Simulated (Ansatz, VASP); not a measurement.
## One calculation of AlGa3N4, two programs

```
Al Ga N
1.0
     4.24777    0.00893    0.09926
     0.00893    4.25790   -0.11376
     0.09926   -0.11376    4.64744
Al Ga N
1 3 4
Direct
  0.99477 0.00644 0.00966
  0.50945 0.50811 0.99870
  0.51517 0.00762 0.50897
  0.97827 0.49084 0.49745
  0.76425 0.76581 0.23908
  0.75172 0.23618 0.75716
  0.23411 0.76418 0.75218
  0.25226 0.22081 0.23680
```

Change from the starting cell: all atoms moved at random (sigma 0.06 Å a component), cell strained at random (sigma 0.03).

Alike in both runs: task single point; functional PBEsol; k mesh 6 × 6 × 6; occupations gaussian, width 0.05 eV; no spin polarisation.

|  | VASP | Ansatz |
| --- | --- | --- |
| version | VASP 6.6.1 | Ansatz 0.2.0 |
| potentials or method | VASP PAW PBE potentials, release 64 (Al, Ga_d, N), cutoff 520 eV | scalar-relativistic, plane waves, PAW |
| valence electrons in the cell | 62 | 62 |

```csv
,VASP,Ansatz,Ansatz less VASP
gap on the k mesh at the Fermi level (eV),2.23,2.22,-0.012
least direct gap on the mesh (eV),2.23,2.22,-0.012
pressure (GPa),14.2,14.3,+0.10
"traceless stress, the component that is largest in VASP (GPa)",11.21,11.22,+0.006
rms of the force components (eV/Å),1.207,1.205,-0.0021
```

VASP's potentials were made for PBE, not for PBEsol. Atom by atom the forces differ by 0.015 eV/Å (rms over components).
